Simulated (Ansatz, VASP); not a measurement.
## BP in VASP and in Ansatz

```
CELL_PARAMETERS angstrom
0.00000 2.24631 2.26900
2.24631 0.00000 2.26900
2.24631 2.24631 0.00000
ATOMIC_POSITIONS crystal
B 0.00000 0.00000 0.00000
P 0.75000 0.75000 0.75000
```

Change from the starting cell: equal xx and yy strain of -1 %, crystal datasets.

Alike in both runs: task electric field gradients; functional PBE; k mesh 15 × 15 × 15; occupations fermi-dirac, width 0.05 eV; no spin polarisation.

|  | VASP | Ansatz |
| --- | --- | --- |
| version | VASP 6.6.1 | Ansatz 0.2.0 |
| potentials or method | VASP PAW PBE potentials, release 64 (B, P), cutoff 520 eV | all-electron PAW with datasets made for the crystal, scalar-relativistic |

Ansatz gave:

```
pressure (GPa)                                                : 4.5
traceless stress, the component that is largest in VASP (GPa) : -1.85
size of Vzz on the site where it differs most (V/Å²)          : 0.1
```

Problem. Estimate VASP's values.

Solution. Pressure (GPa): 4.3; traceless stress, the component that is largest in VASP (GPa): -1.85; size of Vzz on the site where it differs most (V/Å²): 0.1.

Ansatz ran all-electron here, and VASP with PAW potentials.
